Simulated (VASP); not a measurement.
WS2, 6 atoms in the cell. It takes space group P6_3/mmc (No. 194, hexagonal). Conventional cell: a = 3.154 Å, b = 3.154 Å, c = 12.142 Å, α = 90.00°, β = 90.00°, γ = 120.00°. W (site symmetry -6m2) has 6 S at 2.41 Å and 6 W at 3.15 Å within 3.2 Å. Within 3.2 Å of S (site symmetry 3m) lie 3 W at 2.41 Å and 7 S at 3.15 Å. 

```yaml
Program: VASP 6.6.1
Task: single point
Functional: PBE
Dispersion: D3(BJ)
Potentials_or_basis: VASP PAW PBE potentials, release 64 (W_sv, S)
Cutoff: 520 eV
k_mesh: 12 × 12 × 4
Occupations: gaussian, width 0.02 eV
Spin: no spin polarisation
Dipole_correction: no
Further_INCAR_settings: ALGO = Normal; EDIFF = 1e-07; NBANDS = 35
```

Potentials or basis: VASP PAW PBE potentials, release 64 (W_sv, S).

Launch:

```bash
$ cat potpaw_PBE.64/W_sv/POTCAR potpaw_PBE.64/S/POTCAR > POTCAR
$ mpirun -np 1 vasp_std > vasp.out
```

Hardware: 1 thread of Intel(R) Xeon(R) 6975P-C (Granite Rapids), with other jobs on the host.

**Question.** Estimate the wall time of this run.

**Answer.** Run time: 2.2 min on 1 thread of Intel(R) Xeon(R) 6975P-C (Granite Rapids), with other jobs on the host, peak memory 0.33 GiB. Counts: scf iterations 17, k points 57.
